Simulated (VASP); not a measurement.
# ZnBi3 (P6_3/mmc) in VASP: further runs

ZnBi3 is run at these levels: PBE; tasks: single point.

Everything below comes from runs of VASP 6.6.1. Logs are shortened: lines on timing, memory, paths and dates and some standing lists are left out, and cuts for length are marked.

### 1 The cell of the first run

Symmetry: P6_3/mmc, No. 194, hexagonal system. The conventional cell has a = 6.958 Å, b = 6.958 Å, c = 5.585 Å, α = 90.00°, β = 90.00°, γ = 120.00°. Zn (site symmetry -6m2) has 12 Bi at 3.44 to 3.48 Å within 4.5 Å. Within 4.5 Å of Bi (site symmetry mm2) lie 4 Zn at 3.44 to 3.48 Å and 8 Bi at 3.44 to 3.49 Å.

### 2 Single point, PBE

Input file INCAR:

```
  PREC = Accurate
  ENCUT = 520
  EDIFF = 1E-6
  ISMEAR = 0
  SIGMA = 0.1
  LREAL = False
  LASPH = True
  NELM = 80
  ALGO = Fast
  ISIF = 2
  LWAVE = False
  LCHARG = False
  GGA = PE
  NBANDS = 67
```

Input file KPOINTS:

```
Automatic mesh
0
Gamma
  3 3 4
```

Input file POSCAR:

```
ZnBi3
1.0
    6.9583832070      0.0000000000      0.0000000000
   -3.4791916035      6.0261366265      0.0000000000
    0.0000000000      0.0000000000      5.5851761486
Zn Bi
2 6
Direct
    0.3333333333      0.6666666667      0.2500000000
    0.6666666667      0.3333333333      0.7500000000
    0.8330000000      0.6660000000      0.2500000000
    0.1670000000      0.8330000000      0.7500000000
    0.3340000000      0.1670000000      0.2500000000
    0.1670000000      0.3340000000      0.7500000000
    0.8330000000      0.1670000000      0.2500000000
    0.6660000000      0.8330000000      0.7500000000
```

Potentials or basis: VASP PAW PBE potentials, release 64 (Zn, Bi_d).

Launch:

```sh
cat potpaw_PBE.64/Zn/POTCAR potpaw_PBE.64/Bi_d/POTCAR > POTCAR
mpirun -np 1 vasp_std > vasp.out
```

OUTCAR:

```text
PREC = Accurate
   ENCUT = 520
   EDIFF = 1E-6
   ISMEAR = 0
   LREAL = False
   LASPH = True
   NELM = 80
   ISIF = 2
   GGA = PE

 ion  position               nearest neighbor table
   1  0.333  0.667  0.250-   4 3.44   4 3.44   6 3.44   6 3.44   8 3.44   8 3.44   5 3.48   3 3.48
                             7 3.48   7 3.48   5 3.48   3 3.48
   2  0.667  0.333  0.750-   7 3.44   7 3.44   3 3.44   3 3.44   5 3.44   5 3.44   8 3.48   6 3.48
                             4 3.48   4 3.48   8 3.48   6 3.48
   3  0.833  0.666  0.250-   2 3.44   2 3.44   8 3.44   4 3.44   4 3.44   8 3.44   5 3.47   7 3.47
                             1 3.48   1 3.48   7 3.49   5 3.49
   4  0.167  0.833  0.750-   1 3.44   1 3.44   5 3.44   5 3.44   3 3.44   3 3.44   6 3.47   8 3.47
                             2 3.48   2 3.48   6 3.49   8 3.49
   5  0.334  0.167  0.250-   2 3.44   2 3.44   4 3.44   4 3.44   6 3.44   6 3.44   3 3.47   7 3.47
                             1 3.48   1 3.48   3 3.49   7 3.49
   6  0.167  0.334  0.750-   1 3.44   1 3.44   7 3.44   5 3.44   5 3.44   7 3.44   8 3.47   4 3.47
                             2 3.48   2 3.48   4 3.49   8 3.49
   7  0.833  0.167  0.250-   2 3.44   2 3.44   8 3.44   8 3.44   6 3.44   6 3.44   3 3.47   5 3.47
                             1 3.48   1 3.48   3 3.49   5 3.49
   8  0.666  0.833  0.750-   1 3.44   1 3.44   7 3.44   7 3.44   3 3.44   3 3.44   6 3.47   4 3.47
                             2 3.48   2 3.48   6 3.49   4 3.49

  LATTYP: Found a hexagonal cell.
 ALAT       =     6.9583832070
 C/A-ratio  =     0.8026542923

  Lattice vectors:

 A1 = (   6.9583832070,   0.0000000000,   0.0000000000)
 A2 = (  -3.4791916035,   6.0261366265,   0.0000000000)
 A3 = (   0.0000000000,   0.0000000000,   5.5851761486)

Analysis of symmetry for initial positions (statically):
=====================================================================
 Subroutine PRICEL returns:
 Original cell was already a primitive cell.

 Routine SETGRP: Setting up the symmetry group for a
 hexagonal supercell.

 Subroutine GETGRP returns: Found 24 space group operations
 (whereof 12 operations were pure point group operations)
 out of a pool of 24 trial point group operations.

The static configuration has the point symmetry D_3d.
 The point group associated with its full space group is D_6h.

Analysis of symmetry for dynamics (positions and initial velocities):
=====================================================================
 Subroutine PRICEL returns:
 Original cell was already a primitive cell.

 Routine SETGRP: Setting up the symmetry group for a
 hexagonal supercell.

 Subroutine GETGRP returns: Found 24 space group operations
 (whereof 12 operations were pure point group operations)
 out of a pool of 24 trial point group operations.

The dynamic configuration has the point symmetry D_3d.
 The point group associated with its full space group is D_6h.

 Subroutine INISYM returns: Found 24 space group operations
 (whereof 12 operations are pure point group operations),
 and found     1 'primitive' translations

----------------------------------------------------------------------------------------

                                     Primitive cell

  volume of cell :     234.1985

  direct lattice vectors                    reciprocal lattice vectors
     6.958383207  0.000000000  0.000000000     0.143711545  0.082971899  0.000000000
    -3.479191603  6.026136626  0.000000000     0.000000000  0.165943798  0.000000000
     0.000000000  0.000000000  5.585176149     0.000000000  0.000000000  0.179045383

  length of vectors
     6.958383207  6.958383207  5.585176149     0.165943798  0.165943798  0.179045383

  position of ions in fractional coordinates (direct lattice)
     0.333333333  0.666666667  0.250000000
     0.666666667  0.333333333  0.750000000
     0.833000000  0.666000000  0.250000000
     0.167000000  0.833000000  0.750000000
     0.334000000  0.167000000  0.250000000
     0.167000000  0.334000000  0.750000000
     0.833000000  0.167000000  0.250000000
     0.666000000  0.833000000  0.750000000

  ion indices of the primitive-cell ions
   primitive index   ion index
                 1           1
                 2           2
                 3           3
                 4           4
                 5           5
                 6           6
                 7           7
                 8           8

----------------------------------------------------------------------------------------

 KPOINTS: Automatic mesh

Automatic generation of k-mesh.
 Grid dimensions read from file:
 generate k-points for:    3    3    4

 Generating k-lattice:

  Cartesian coordinates                     Fractional coordinates (reciprocal lattice)
     0.047903848  0.027657300  0.000000000     0.333333333 -0.000000000  0.000000000
     0.000000000  0.055314599  0.000000000     0.000000000  0.333333333  0.000000000
     0.000000000  0.000000000  0.044761346     0.000000000  0.000000000  0.250000000

  Length of vectors
     0.055314599  0.055314599  0.044761346

  Shift w.r.t. Gamma in fractional coordinates (k-lattice)
     0.000000000  0.000000000  0.000000000

 Subroutine IBZKPT returns following result:
 ===========================================

 Found      9 irreducible k-points:

 Following reciprocal coordinates:
            Coordinates               Weight
  0.000000  0.000000  0.000000      1.000000
  0.333333 -0.000000  0.000000      6.000000
  0.333333  0.333333  0.000000      2.000000
  0.000000  0.000000  0.250000      2.000000
  0.333333 -0.000000  0.250000     12.000000
  0.333333  0.333333  0.250000      4.000000
  0.000000  0.000000  0.500000      1.000000
  0.333333 -0.000000  0.500000      6.000000
  0.333333  0.333333  0.500000      2.000000
   k-points           NKPTS =      9   k-points in BZ     NKDIM =      9   number of bands    NBANDS=     67
   number of dos      NEDOS =    301   number of ions     NIONS =      8
   total plane-waves  NPLWV = 122472
   dimension x,y,z NGX =    54 NGY =   54 NGZ =   42
   dimension x,y,z NGXF=   108 NGYF=  108 NGZF=   84
   ions per type =               2   6
   NGX,Y,Z   is equivalent  to a cutoff of  12.90, 12.90, 12.50 a.u.
   NGXF,Y,Z  is equivalent  to a cutoff of  25.80, 25.80, 25.00 a.u.
 SYSTEM =  unknown system
   PREC   = accura    normal or accurate (medium, high low for compatibility)
   ISTART =      0    job   : 0-new  1-cont  2-samecut
   ICHARG =      2    charge: 1-file 2-atom 10-const
   ISPIN  =      1    spin polarized calculation?
   LNONCOLLINEAR =      F non collinear calculations
   LSORBIT =      F    spin-orbit coupling
   LASPH  =      T    aspherical Exc in radial PAW
   ENCUT  =  520.0 eV  38.22 Ry    6.18 a.u.  12.94 12.94 10.38*2*pi/ulx,y,z
   NELM   =     80;   NELMIN=  2; NELMDL= -5     # of ELM steps
   EDIFF  = 0.1E-05   stopping-criterion for ELM
   LREAL  =      F    real-space projection
   EDIFFG = 0.1E-04   stopping-criterion for IOM
   NSW    =      0    number of steps for IOM
   IBRION =     -1    ionic relax: 0-MD 1-quasi-New 2-CG
   NFREE  =      0    steps in history (QN), initial steepest desc. (CG)
   ISIF   =      2    stress and relaxation
   ISYM   =      2    0-nonsym 1-usesym 2-fastsym
   POTIM  = 0.5000    time-step for ionic-motion
   TEBEG  =    0.0;   TEEND  =   0.0 temperature during run
   PSTRESS=    0.0 pullay stress
   NELECT =     114.0000    total number of electrons
   NUPDOWN=      -1.0000    fix difference up-down
   EMIN   =  10.00;   EMAX   =-10.00  energy-range for DOS
   EFERMI =   0.00;   METHOD = LEGACY
   ISMEAR =     0;   SIGMA  =   0.10  broadening in eV -4-tet -1-fermi 0-gaus
   EFERMI_NEDOS =   21; number of points for ismear=-14 and -15
   IALGO  =     68    algorithm
   IMIX   =      4    mixing-type and parameters
     AMIX     =   0.40;   BMIX     =  1.00
     AMIX_MAG =   1.60;   BMIX_MAG =  1.00
  volume/ion in A,a.u.               =      29.27       197.56
  Fermi-wavevector in a.u.,A,eV,Ry     =   1.287800  2.433589 22.564290  1.658429
  Thomas-Fermi vector in A             =   2.419792
   LORBIT       =      0    0 simple, 1 ext, 2 COOP (PROOUT), +10 PAW based schemes
   GGA     = PE    functional components
   LHFCALC =     F    Hartree Fock is set to
   AEXX    =    0.0000 exact exchange contribution
   IVDW    =     0    specifies the selected vdW correction
   LEPSILON=     F    determine dielectric tensor
   LRPA    =     F    only Hartree local field effects (RPA)
 non-spin polarized calculation
 RMM-DIIS sequential band-by-band and
 Gauss-broadening in eV      SIGMA  =   0.10
  energy-cutoff  :      520.00
  volume of cell :      234.20
 maximum number of plane-waves:      6330
 NGX is ok and might be reduce to    54
   NGX = 25   NGY = 25   NGZ = 21

 number of electron     114.0000083 magnetization

 Free energy of the ion-electron system (eV)
  ---------------------------------------------------
  ext. energy  EPLUGINS =         0.00000000
  ---------------------------------------------------
  free energy    TOTEN  =       -24.03517459 eV

  energy without entropy =      -24.02968511  energy(sigma->0) =      -24.03242985

 E-fermi :   6.4414     XC(G=0): -10.1097

 val. band max:        6.3913172096   @ k =   0.0000   0.0000   0.2500
 cond. band min:       6.6860923199   @ k =   0.3333  -0.0000   0.5000
 fundamental gap:      0.2947751103
 Fermi energy:         6.4414403918

 k-point     1 :       0.0000    0.0000    0.0000
  band No.  band energies     occupation
      1     -16.6533      2.00000
      2     -16.6210      2.00000
      3     -16.6192      2.00000
      4     -16.6192      2.00000
      5     -16.5961      2.00000
      6     -16.5689      2.00000
[... 59 lines left out ...]
     66      10.2605      0.00000
     67      10.6425      0.00000
[... 558 lines left out ...]
     66       9.0985      0.00000
     67       9.9908      0.00000

------------------------ aborting loop because EDIFF is reached ----------------------------------------

  FORCE on cell =-STRESS in cart. coord.  units (eV):
  Direction    XX          YY          ZZ          XY          YZ          ZX
  --------------------------------------------------------------------------------------
  -------------------------------------------------------------------------------------
  Total       -0.4526755     -0.4526755     -1.7470396      0.0000000     -0.0000000      0.0000000
  in kB       -3.0968013     -3.0968013    -11.9516852      0.0000000     -0.0000000      0.0000000
  external PRESSURE =      -6.0484293 kB  Pullay stress =       0.0000000 kB

 VOLUME and BASIS-vectors are now :
 -----------------------------------------------------------------------------
  energy-cutoff  :      520.00
  volume of cell :      234.20
      direct lattice vectors                 reciprocal lattice vectors
     6.958383207  0.000000000  0.000000000     0.143711545  0.082971899  0.000000000
    -3.479191603  6.026136626  0.000000000     0.000000000  0.165943798  0.000000000
     0.000000000  0.000000000  5.585176149     0.000000000  0.000000000  0.179045383

 POSITION                                       TOTAL-FORCE (eV/Angst)
 -----------------------------------------------------------------------------------
     -0.00000      4.01742      1.39629        -0.000000      0.000000      0.000000
      3.47919      2.00871      4.18888         0.000000      0.000000      0.000000
      3.47919      4.01341      1.39629        -0.000000     -0.233817     -0.000000
     -1.73612      5.01977      4.18888         0.202492     -0.116909     -0.000000
      1.74307      1.00636      1.39629         0.202492      0.116909     -0.000000
      0.00000      2.01273      4.18888         0.000000      0.233817      0.000000
      5.21531      1.00636      1.39629        -0.202492      0.116909      0.000000
      1.73612      5.01977      4.18888        -0.202492     -0.116909     -0.000000
 -----------------------------------------------------------------------------------
    total drift:                               -0.000000      0.000000      0.000000

  FREE ENERGIE OF THE ION-ELECTRON SYSTEM (eV)
  ---------------------------------------------------
  free  energy   TOTEN  =       -24.0351745900 eV

  energy  without entropy=      -24.0296851098  energy(sigma->0) =      -24.03242985
```

It took 2.5 min on 1 thread of Intel Xeon Platinum 8488C (Sapphire Rapids), shared host; peak memory 0.4 GiB.

What came out:

```
Free energy            : -24.0352 eV
Pressure               : -0.6 GPa
Largest force          : 0.234 eV/Å
Band gap on the k mesh : zero (bands 57 and 58 overlap by 2.56 eV)
```

Forces on the atoms (eV/Å):
```
Zn   0.000  0.000  0.000
Zn   0.000  0.000  0.000
Bi   0.000 -0.234  0.000
Bi   0.202 -0.117  0.000
Bi   0.202  0.117  0.000
Bi   0.000  0.234  0.000
Bi  -0.202  0.117  0.000
Bi  -0.202 -0.117  0.000
```

Stress tensor (GPa, compression positive):
```
-0.31  0.00  0.00
 0.00 -0.31  0.00
 0.00  0.00 -1.20
```

Caveat: spin-orbit coupling is left out, which moves the levels of the heavy elements.

### 3 Single point, PBE

This run uses another cell than the first one, of 28.69 Å³/atom.

Input file INCAR:

```
ALGO     = Fast           # electronic algorithm
EDIFF    = 1E-7           # SCF threshold, eV
ENCUT    = 520            # plane-wave cutoff, eV
GGA      = PE             # functional
ISIF     = 2              # what is computed and relaxed
ISMEAR   = 0              # smearing method
LASPH    = T              # aspherical terms in the spheres
LCHARG   = F              # write CHGCAR
LREAL    = F              # projectors in reciprocal space
LWAVE    = F              # write WAVECAR
NBANDS   = 67             # bands
NELM     = 100            # most SCF steps
PREC     = Accurate       # precision mode
SIGMA    = 0.1            # smearing width, eV
```

Input file KPOINTS:

```
k-points
0
Gamma
  6 6 8
```

Input file POSCAR:

```
ZnBi3
1.0
    6.9057521665      0.0000000000      0.0000000000
   -3.4528760832      5.9805568084      0.0000000000
    0.0000000000      0.0000000000      5.5580249801
Zn Bi
2 6
Direct
    0.3333333333      0.6666666667      0.2500000000
    0.6666666667      0.3333333333      0.7500000000
    0.8282726310      0.6565452620      0.2500000000
    0.1717273690      0.8282726310      0.7500000000
    0.3434547380      0.1717273690      0.2500000000
    0.1717273690      0.3434547380      0.7500000000
    0.8282726310      0.1717273690      0.2500000000
    0.6565452620      0.8282726310      0.7500000000
```

Potentials or basis: VASP PAW PBE potentials, release 64 (Zn, Bi_d).

Launch:

```sh
cat potpaw_PBE.64/Zn/POTCAR potpaw_PBE.64/Bi_d/POTCAR > POTCAR
mpirun -np 1 vasp_std > vasp.out
```

Run time: 11 min. Hardware: 1 thread of Intel Xeon Platinum 8488C (Sapphire Rapids), shared host; peak memory 0.6 GiB.

Results (log left out):

```
Free energy            : -24.2023 eV
Pressure               : -0.1 GPa
Largest force          : 0.006 eV/Å
Band gap on the k mesh : zero (bands 57 and 58 overlap by 2.75 eV)
```

Forces on the atoms (eV/Å):
```
Zn   0.000  0.000  0.000
Zn   0.000  0.000  0.000
Bi   0.000 -0.006  0.000
Bi   0.005 -0.003  0.000
Bi   0.005  0.003  0.000
Bi   0.000  0.006  0.000
Bi  -0.005  0.003  0.000
Bi  -0.005 -0.003  0.000
```

Levels at points of the mesh, in eV from the Fermi level:
```
           k point  band 53  band 54  band 55  band 56  band 57  band 58  band 59  band 60  band 61  band 62
(0.00, 0.00, 0.00)    -1.93    -1.55    -1.55    -1.27    -1.20     0.18     0.78     0.78     0.88     2.09
(0.50, 0.00, 0.00)    -2.01    -1.81    -1.53    -1.11    -0.75    -0.51     0.28     1.06     1.22     1.71
(0.00, 0.00, 0.50)    -3.52    -3.52     0.86     0.86     2.20     2.20     2.20     2.20     2.22     2.22
(0.50, 0.00, 0.50)    -1.09    -1.09    -0.99    -0.99     0.04     0.04     0.65     0.65     1.85     1.85
```

Caveat: spin-orbit coupling is left out, which moves the levels of the heavy elements.

The gap in the log of VASP goes by the Fermi energy; the results here count the filled bands.